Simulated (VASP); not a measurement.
Crystal: LiCl (kk07).

```xyz
2
Lattice="0.0000 2.5421 2.5421 2.5421 0.0000 2.5421 2.5421 2.5421 0.0000" Properties=species:S:1:pos:R:3 pbc="T T T"
Li    0.0000    0.0000    0.0000
Cl    2.5421    2.5421    2.5421
```

* Program: VASP 6.6.1
* Task: relaxation of cell and atoms
* Functional: LDA
* Potentials or basis: VASP PAW LDA potentials, release 64 (Li_sv, Cl)
* Cutoff: 600 eV
* k mesh: 12 × 12 × 12
* Occupations: gaussian, width 0.02 eV
* Spin: no spin polarisation

At the start: pressure -2.6 GPa; volume 16.43 Å³/atom.

Task: Where does the relaxation end?

Result: Over 4 steps the energy falls by 10.0 meV/atom and the volume is 15.26 Å³/atom (-7.1 %); space group Fm-3m (No. 225, to 0.05 Å).

The path:
| step | energy change (eV) | largest force (eV/Å) | pressure (GPa) | volume (Å³) |
| --- | --- | --- | --- | --- |
| 1 | 0.0000 | 0.0000 | -2.57 | 32.86 |
| 2 | -0.0153 | 0.0000 | -1.34 | 31.62 |
| 3 | -0.0200 | 0.0000 | -0.10 | 30.59 |
| 4 | -0.0200 | 0.0000 | 0.01 | 30.52 |

Final structure:
```xyz
2
Lattice="0.0000 2.4803 2.4803 2.4803 0.0000 2.4803 2.4803 2.4803 0.0000" Properties=species:S:1:pos:R:3 pbc="T T T"
Li    2.4803    2.4803    0.0000
Cl    2.4803    2.4803    2.4803
```

Caveat: the cutoff is under 1.25 times the usual one of these potentials, so pressure, stress and relaxed cells hold a basis-set (Pulay) error.
